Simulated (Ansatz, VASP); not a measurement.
## Bi in VASP and in Ansatz

The input INCAR:

```
SYSTEM = Bi
  PREC = Accurate
  ENCUT = 520
  EDIFF = 1E-6
  ISMEAR = -1
  SIGMA = 0.1
  LREAL = .FALSE.
  LASPH = .TRUE.
  NELM = 60
  ALGO = Normal
  ISIF = 2
  LWAVE = .FALSE.
  LCHARG = .FALSE.
  NBANDS = 14
```

The input KPOINTS:

```
Automatic mesh
0
G
  14 14 14
  0 0 0
```

File POSCAR:

```
Bi
1.0
    0.0000000000      2.3691826531      2.3691826531
    2.3691826531      0.0000000000      2.3691826531
    2.3691826531      2.3691826531      0.0000000000
Bi
1
Direct
    0.0000000000      0.0000000000      0.0000000000
```

Input for Ansatz:

```yaml
crystal:
  lattice:
    - [0.0, 2.3691826531, 2.3691826531]
    - [2.3691826531, 0.0, 2.3691826531]
    - [2.3691826531, 2.3691826531, 0.0]
  atoms:
    - { symbol: Bi, position: [0.0, 0.0, 0.0] }
kpoints:
  mp_grid: { grid: [14, 14, 14] }
scf:
  occupations: { method: fermi_dirac, width: 0.1 }
hamiltonian:
  xc: lda
  pseudopotentials: { kind: all_electron, lapw: { basis_error: 0.001 } }
output:
  forces: true
  stress: true
  eigenvalues: true
  populations: true
```

Change from the starting cell: volume scaled by 0.9, LAPW.

Alike in both runs: task single point; functional LDA; k mesh 14 × 14 × 14; occupations fermi-dirac, width 0.1 eV; no spin polarisation.

```csv
,VASP,Ansatz
version,VASP 6.6.1,Ansatz 0.2.0
potentials or method,"VASP PAW LDA potentials, release 64 (Bi_d), cutoff 520 eV","all-electron LAPW, scalar-relativistic"
```

|  | VASP | Ansatz | Ansatz less VASP |
| --- | --- | --- | --- |
| pressure (GPa) | 8.5 | 8.3 | -0.12 |

LDA's correlation is that of Perdew and Zunger in VASP and of Perdew and Wang (1992) in Ansatz. Ansatz ran all-electron here, and VASP with PAW potentials.

Neither program's run includes spin-orbit coupling.
